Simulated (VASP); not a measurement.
# Hg (C2/m) in VASP: single point with PBE

Aim: the single point of Hg with PBE.

All numbers are computed with VASP 6.6.1; they aren't measurements. Logs are shortened: lines on timing, memory, paths and dates and some standing lists are left out, and cuts for length are marked.

## (1) The cell of the first run

It takes space group C2/m (No. 12, monoclinic). Conventional cell: a = 4.494 Å, b = 4.101 Å, c = 3.031 Å, α = 90.00°, β = 97.30°, γ = 90.00°. Within 4.2 Å of Hg (site symmetry 2/m) lie 12 Hg at 3.03 to 4.10 Å.

## (2) Single point, PBE (strained)

INCAR reads:

```
SYSTEM = Hg
PREC = Accurate ; ENCUT = 520
EDIFF = 1E-7 ; ISMEAR = 0
SIGMA = 0.1 ; LREAL = .False.
LASPH = .True. ; NELM = 60
ALGO = Fast ; ISIF = 2
LWAVE = .False. ; LCHARG = .True.
GGA = PE ; LELF = .True.
LVHAR = .True. ; NBANDS = 12
```

KPOINTS reads:

```
Automatic mesh
0
Gamma
  14 14 14
  0 0 0
```

POSCAR reads:

```
Hg
1.0
    2.2469109967     -2.0504000654     -0.0126889852
    2.2469109967      2.0504000654     -0.0126889852
   -0.3680204146      0.0000000000      3.0083740933
Hg
1
Direct
    0.5000000000      0.5000000000      0.5000000000
```

Potentials or basis: VASP PAW PBE potentials, release 64 (Hg).

The run is started by

```sh
$ cat potpaw_PBE.64/Hg/POTCAR > POTCAR
$ mpirun -np 1 vasp_std > vasp.out
```

OUTCAR:

```text
SYSTEM = Hg
   PREC = Accurate
   ENCUT = 520
   EDIFF = 1E-7
   ISMEAR = 0
   LREAL = .False.
   LASPH = .True.
   NELM = 60
   ISIF = 2
   GGA = PE

 ion  position               nearest neighbor table
   1  0.500  0.500  0.500-

  LATTYP: Found a base centered monoclinic cell.
 ALAT       =     4.4938936514
 B/A-ratio  =     0.9125271867
 C/A-ratio  =     0.6744264710
 COS(beta)  =    -0.1270302780

  Lattice vectors:

 A1 = (   2.2469109967,  -2.0504000654,  -0.0126889852)
 A2 = (   2.2469109967,   2.0504000654,  -0.0126889852)
 A3 = (  -0.3680204146,   0.0000000000,   3.0083740933)

Analysis of symmetry for initial positions (statically):
=====================================================================
 Subroutine PRICEL returns:
 Original cell was already a primitive cell.

 Routine SETGRP: Setting up the symmetry group for a
 base centered monoclinic supercell.

 Subroutine GETGRP returns: Found  4 space group operations
 (whereof  4 operations were pure point group operations)
 out of a pool of  4 trial point group operations.

The static configuration has the point symmetry C_2h.

Analysis of symmetry for dynamics (positions and initial velocities):
=====================================================================
 Subroutine PRICEL returns:
 Original cell was already a primitive cell.

 Routine SETGRP: Setting up the symmetry group for a
 base centered monoclinic supercell.

 Subroutine GETGRP returns: Found  4 space group operations
 (whereof  4 operations were pure point group operations)
 out of a pool of  4 trial point group operations.

The dynamic configuration has the point symmetry C_2h.

 Subroutine INISYM returns: Found  4 space group operations
 (whereof  4 operations are pure point group operations),
 and found     1 'primitive' translations

----------------------------------------------------------------------------------------

                                     Primitive cell

  volume of cell :      27.7004

  direct lattice vectors                    reciprocal lattice vectors
     2.246910997 -2.050400065 -0.012688985     0.222681567 -0.243854850  0.027241081
     2.246910997  2.050400065 -0.012688985     0.222681567  0.243854850  0.027241081
    -0.368020415  0.000000000  3.008374093     0.001878492  0.000000000  0.332635268

  length of vectors
     3.041859705  3.041859705  3.030800837     0.331352297  0.331352297  0.332640572

  position of ions in fractional coordinates (direct lattice)
     0.500000000  0.500000000  0.500000000

  ion indices of the primitive-cell ions
   primitive index   ion index
                 1           1

----------------------------------------------------------------------------------------

 KPOINTS: Automatic mesh

Automatic generation of k-mesh.
 Grid dimensions read from file:
 generate k-points for:   14   14   14

 Generating k-lattice:

  Cartesian coordinates                     Fractional coordinates (reciprocal lattice)
     0.015905826 -0.017418204  0.001945792     0.071428571 -0.000000000  0.000000000
     0.015905826  0.017418204  0.001945792    -0.000000000  0.071428571  0.000000000
     0.000134178  0.000000000  0.023759662     0.000000000  0.000000000  0.071428571

  Length of vectors
     0.023668021  0.023668021  0.023760041

  Shift w.r.t. Gamma in fractional coordinates (k-lattice)
     0.000000000  0.000000000  0.000000000

 Subroutine IBZKPT returns following result:
 ===========================================

 Found    744 irreducible k-points:

 Following reciprocal coordinates:
            Coordinates               Weight
  0.000000  0.000000  0.000000      1.000000
  0.071429  0.000000  0.000000      4.000000
  0.142857 -0.000000  0.000000      4.000000
  0.214286  0.000000  0.000000      4.000000
  0.285714 -0.000000  0.000000      4.000000
  0.357143 -0.000000  0.000000      4.000000
[... 16 lines left out ...]
  0.214286  0.142857 -0.000000      4.000000
  0.285714  0.142857  0.000000      4.000000
 [... further k-points ...]
   k-points           NKPTS =    744   k-points in BZ     NKDIM =    744   number of bands    NBANDS=     12
   number of dos      NEDOS =    301   number of ions     NIONS =      1
   total plane-waves  NPLWV =  13824
   dimension x,y,z NGX =    24 NGY =   24 NGZ =   24
   dimension x,y,z NGXF=    48 NGYF=   48 NGZF=   48
   ions per type =               1
   NGX,Y,Z   is equivalent  to a cutoff of  13.12, 13.12, 13.16 a.u.
   NGXF,Y,Z  is equivalent  to a cutoff of  26.23, 26.23, 26.33 a.u.
 SYSTEM =  Hg
   PREC   = accura    normal or accurate (medium, high low for compatibility)
   ISTART =      0    job   : 0-new  1-cont  2-samecut
   ICHARG =      2    charge: 1-file 2-atom 10-const
   ISPIN  =      1    spin polarized calculation?
   LNONCOLLINEAR =      F non collinear calculations
   LSORBIT =      F    spin-orbit coupling
   LASPH  =      T    aspherical Exc in radial PAW
   ENCUT  =  520.0 eV  38.22 Ry    6.18 a.u.   5.66  5.66  5.64*2*pi/ulx,y,z
   NELM   =     60;   NELMIN=  2; NELMDL= -5     # of ELM steps
   EDIFF  = 0.1E-06   stopping-criterion for ELM
   LREAL  =      F    real-space projection
   EDIFFG = 0.1E-05   stopping-criterion for IOM
   NSW    =      0    number of steps for IOM
   IBRION =     -1    ionic relax: 0-MD 1-quasi-New 2-CG
   NFREE  =      0    steps in history (QN), initial steepest desc. (CG)
   ISIF   =      2    stress and relaxation
   ISYM   =      2    0-nonsym 1-usesym 2-fastsym
   POTIM  = 0.5000    time-step for ionic-motion
   TEBEG  =    0.0;   TEEND  =   0.0 temperature during run
   PSTRESS=    0.0 pullay stress
   NELECT =      12.0000    total number of electrons
   NUPDOWN=      -1.0000    fix difference up-down
   EMIN   =  10.00;   EMAX   =-10.00  energy-range for DOS
   EFERMI =   0.00;   METHOD = LEGACY
   ISMEAR =     0;   SIGMA  =   0.10  broadening in eV -4-tet -1-fermi 0-gaus
   EFERMI_NEDOS =   21; number of points for ismear=-14 and -15
   IALGO  =     68    algorithm
   IMIX   =      4    mixing-type and parameters
     AMIX     =   0.40;   BMIX     =  1.00
     AMIX_MAG =   1.60;   BMIX_MAG =  1.00
  volume/ion in A,a.u.               =      27.70       186.93
  Fermi-wavevector in a.u.,A,eV,Ry     =   1.238720  2.340842 20.877154  1.534428
  Thomas-Fermi vector in A             =   2.373234
   LORBIT       =      0    0 simple, 1 ext, 2 COOP (PROOUT), +10 PAW based schemes
   GGA     = PE    functional components
   LHFCALC =     F    Hartree Fock is set to
   AEXX    =    0.0000 exact exchange contribution
   IVDW    =     0    specifies the selected vdW correction
   LEPSILON=     F    determine dielectric tensor
   LRPA    =     F    only Hartree local field effects (RPA)
 non-spin polarized calculation
 RMM-DIIS sequential band-by-band and
 Gauss-broadening in eV      SIGMA  =   0.10
  energy-cutoff  :      520.00
  volume of cell :       27.70
 maximum number of plane-waves:       769
   NGX = 11   NGY = 11   NGZ = 11

 number of electron      12.0000003 magnetization

 Free energy of the ion-electron system (eV)
  ---------------------------------------------------
  ext. energy  EPLUGINS =         0.00000000
  ---------------------------------------------------
  free energy    TOTEN  =        -0.15456311 eV

  energy without entropy =       -0.15328135  energy(sigma->0) =       -0.15392223

 E-fermi :   1.7222     XC(G=0):  -9.9094

 val. band max:        1.7120886524   @ k =   0.1429   0.1429   0.4286
 cond. band min:       1.7262399019   @ k =  -0.0714  -0.0714   0.4286
 fundamental gap:      0.0141512496
 Fermi energy:         1.7222011564

 k-point     1 :       0.0000    0.0000    0.0000
  band No.  band energies     occupation
      1      -6.4342      2.00000
      2      -6.1043      2.00000
      3      -6.0916      2.00000
      4      -4.2242      2.00000
      5      -4.2188      2.00000
      6      -4.1779      2.00000
      7      11.6697      0.00000
      8      11.7282      0.00000
      9      11.8836      0.00000
     10      15.1756      0.00000
     11      16.9050      0.00000
     12      16.9912      0.00000

 k-point     2 :       0.0714    0.0000    0.0000
  band No.  band energies     occupation
      1      -6.3496      2.00000
      2      -6.0937      2.00000
      3      -6.0323      2.00000
      4      -4.2539      2.00000
      5      -4.2334      2.00000
      6      -4.1905      2.00000
      7      10.6533      0.00000
      8      11.8269      0.00000
      9      11.9882      0.00000
     10      15.6336      0.00000
     11      16.9444      0.00000
     12      17.6749      0.00000

 k-point     3 :       0.1429   -0.0000    0.0000
  band No.  band energies     occupation
      1      -6.1970      2.00000
      2      -6.0719      2.00000
      3      -5.7518      2.00000
      4      -4.3380      2.00000
      5      -4.3020      2.00000
      6      -4.1933      2.00000
      7       8.7495      0.00000
      8      12.1776      0.00000
      9      12.3229      0.00000
     10      15.9903      0.00000
     11      16.8747      0.00000
     12      19.6830      0.00000

 k-point     4 :       0.2143    0.0000    0.0000
  band No.  band energies     occupation
      1      -6.0836      2.00000
      2      -6.0397      2.00000
      3      -5.1662      2.00000
      4      -4.4556      2.00000
      5      -4.4071      2.00000
      6      -4.1856      2.00000
      7       6.7481      0.00000
      8      12.7071      0.00000
      9      12.8345      0.00000
     10      16.2675      0.00000
     11      16.7833      0.00000
     12      22.0951      0.00000

 k-point     5 :       0.2857   -0.0000    0.0000
  band No.  band energies     occupation
      1      -6.0161      2.00000
      2      -5.9775      2.00000
      3      -4.5807      2.00000
      4      -4.5226      2.00000
      5      -4.3244      2.00000
      6      -4.1715      2.00000
      7       4.7995      0.00000
      8      13.3270      0.00000
      9      13.4491      0.00000
     10      16.5888      0.00000
     11      16.7469      0.00000
     12      20.9752      0.00000
[... 228 lines left out ...]
      1      -6.2552      2.00000
      2      -6.0436      2.00000
      3      -6.0149      2.00000
      4      -4.2671      2.00000
      5      -4.2493      2.00000
      6      -4.2058      2.00000
      7      10.3997      0.00000
      8      10.8710      0.00000
      9      12.1357      0.00000
     10      16.2085      0.00000
     11      17.5902      0.00000
     12      17.9063      0.00000

 k-point    22 :       0.1429    0.1429    0.0000
  band No.  band energies     occupation
      1      -6.0839      2.00000
      2      -5.7461      2.00000
      3      -5.6275      2.00000
      4      -4.4842      2.00000
      5      -4.2986      2.00000
      6      -4.2984      2.00000
      7       9.5060      0.00000
      8       9.5464      0.00000
      9      12.6256      0.00000
     10      16.7330      0.00000
     11      18.4384      0.00000
     12      19.5823      0.00000

 k-point    23 :       0.2143    0.1429   -0.0000
  band No.  band energies     occupation
      1      -6.0309      2.00000
      2      -5.6548      2.00000
      3      -5.1163      2.00000
      4      -4.5669      2.00000
      5      -4.4066      2.00000
      6      -4.2852      2.00000
      7       7.4926      0.00000
      8      10.1980      0.00000
      9      13.0650      0.00000
     10      16.8654      0.00000
     11      17.5663      0.00000
     12      20.2350      0.00000

 k-point    24 :       0.2857    0.1429    0.0000
  band No.  band energies     occupation
      1      -5.9803      2.00000
      2      -5.5770      2.00000
      3      -4.8859      2.00000
      4      -4.5232      2.00000
      5      -4.2821      2.00000
      6      -4.0999      2.00000
      7       5.5026      0.00000
      8      11.0067      0.00000
      9      13.6119      0.00000
     10      16.0463      0.00000
     11      17.3119      0.00000
     12      20.4335      0.00000

 [... further k-points ...]

------------------------ aborting loop because EDIFF is reached ----------------------------------------

  FORCE on cell =-STRESS in cart. coord.  units (eV):
  Direction    XX          YY          ZZ          XY          YZ          ZX
  --------------------------------------------------------------------------------------
  -------------------------------------------------------------------------------------
  Total        0.2958971      0.2250893      0.2831537      0.0000000      0.0000000     -0.0449520
  in kB       17.1145354     13.0190501     16.3774632      0.0000000      0.0000000     -2.6000031
  external PRESSURE =      15.5036829 kB  Pullay stress =       0.0000000 kB

 VOLUME and BASIS-vectors are now :
 -----------------------------------------------------------------------------
  energy-cutoff  :      520.00
  volume of cell :       27.70
      direct lattice vectors                 reciprocal lattice vectors
     2.246910997 -2.050400065 -0.012688985     0.222681567 -0.243854850  0.027241081
     2.246910997  2.050400065 -0.012688985     0.222681567  0.243854850  0.027241081
    -0.368020415  0.000000000  3.008374093     0.001878492  0.000000000  0.332635268

 POSITION                                       TOTAL-FORCE (eV/Angst)
 -----------------------------------------------------------------------------------
      2.06290      0.00000      1.49150        -0.000000      0.000000      0.000000
 -----------------------------------------------------------------------------------
    total drift:                               -0.000000     -0.000000     -0.000000

  FREE ENERGIE OF THE ION-ELECTRON SYSTEM (eV)
  ---------------------------------------------------
  free  energy   TOTEN  =        -0.1545631051 eV

  energy  without entropy=       -0.1532813495  energy(sigma->0) =       -0.15392223
```

Run time: 5 min. Hardware: 1 thread of AMD EPYC 7R13, shared host; peak memory 0.31 GiB.

What came out:

| Quantity | Value |
| --- | --- |
| Free energy | -0.1546 eV |
| Pressure | 1.6 GPa |
| Band gap on the k mesh | zero (bands 6 and 7 overlap by 4.75 eV) |

Stress tensor (GPa, compression positive):
```
 1.71  0.00 -0.26
 0.00  1.30  0.00
-0.26  0.00  1.64
```

Levels at points of the mesh, in eV from the Fermi level:
```tsv
k point	band 2	band 3	band 4	band 5	band 6	band 7	band 8	band 9	band 10	band 11
(0.00, 0.00, 0.00)	-7.83	-7.81	-5.95	-5.94	-5.90	9.95	10.01	10.16	13.45	15.18
(0.50, 0.00, 0.00)	-7.56	-6.51	-6.41	-5.88	-2.81	-1.57	12.78	12.87	15.46	16.08
(0.50, 0.50, 0.00)	-7.48	-6.39	-6.36	-5.36	0.44	0.95	2.22	7.44	14.92	18.34
(0.00, 0.00, 0.50)	-7.54	-6.52	-6.42	-5.89	-2.75	-1.56	12.76	12.78	15.46	16.06
(0.50, 0.00, 0.50)	-7.45	-6.40	-6.37	-5.34	0.49	0.95	2.27	7.48	14.85	18.29
(0.50, 0.50, 0.50)	-7.29	-7.28	-5.33	-5.32	3.18	3.92	5.51	5.52	9.04	10.44
```

Caveat: the cell differs from its parent crystal (strained); spin-orbit coupling is left out, which moves the levels of the heavy elements.
